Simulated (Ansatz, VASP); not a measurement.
# One calculation of Pt, two programs

```
Pt
1.0
     2.76067    0.00000    0.00000
    -1.38033    2.39081    0.00000
     0.00000    0.00000    4.79213
Pt
2
Direct
  0.66667 0.33333 0.75000
  0.33333 0.66667 0.25000
```

Alike in both runs: task relaxation of cell and atoms; functional BLYP; dispersion D3(BJ); k mesh 11 × 11 × 6; occupations fermi-dirac, width 0.1 eV; no spin polarisation.

|  | VASP | Ansatz |
| --- | --- | --- |
| version | VASP 6.6.1 | Ansatz 0.2.0 |
| potentials or method | VASP PAW PBE potentials, release 64 (Pt) | plane waves, PAW |
| plane-wave cutoff (eV) | 600 | 420 |
| valence electrons in the cell | 20 | 36 |

Ansatz gave:

* relaxed volume (Å³/atom): 15.50
* relaxed cell length with the largest relative difference (Å): 2.754

Which values does VASP return?

Relaxed volume (Å³/atom): 15.58; relaxed cell length with the largest relative difference (Å): 2.760.

VASP's potentials were made for PBE, not for BLYP. VASP's potentials hold 20 valence electrons a cell and Ansatz's 36, so a difference there can come from the potentials and not from the codes.

Spin-orbit coupling is off throughout.
